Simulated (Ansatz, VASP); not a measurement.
One calculation of Ta, two programs

```xyz
2
Lattice="2.9004 0.0000 0.0000 -1.4502 2.5118 0.0000 0.0000 0.0000 5.1663" Properties=species:S:1:pos:R:3 pbc="T T T"
Ta    1.4502    0.8373    3.4247
Ta    0.0000    1.6745    1.2916
```

Alike in both runs: task single point; functional PBEsol; k mesh 18 × 18 × 10; occupations gaussian, width 0.15 eV; no spin polarisation.

|  | VASP | Ansatz |
| --- | --- | --- |
| version | VASP 6.6.1 | Ansatz 0.2.0 |
| potentials or method | VASP PAW PBE potentials, release 64 (Ta_pv), cutoff 520 eV | scalar-relativistic, plane waves, PAW |
| valence electrons in the cell | 22 | 26 |

|  | VASP | Ansatz | Ansatz less VASP |
| --- | --- | --- | --- |
| gap on the k mesh at the Fermi level (eV) | none | none | - |
| pressure (GPa) | 8.1 | 7.9 | -0.24 |
| traceless stress, the component that is largest in VASP (GPa) | 0.20 | 0.18 | -0.026 |
| rms of the force components (eV/Å) | 2.319 | 2.310 | -0.0086 |

VASP's potentials were made for PBE, not for PBEsol. Atom by atom the forces differ by 0.009 eV/Å (rms over components). A gap of «none» marks a metal or a gap that the smearing closes. VASP's potentials hold 22 valence electrons a cell and Ansatz's 26, so a difference there can come from the potentials and not from the codes.

Neither program's run includes spin-orbit coupling.
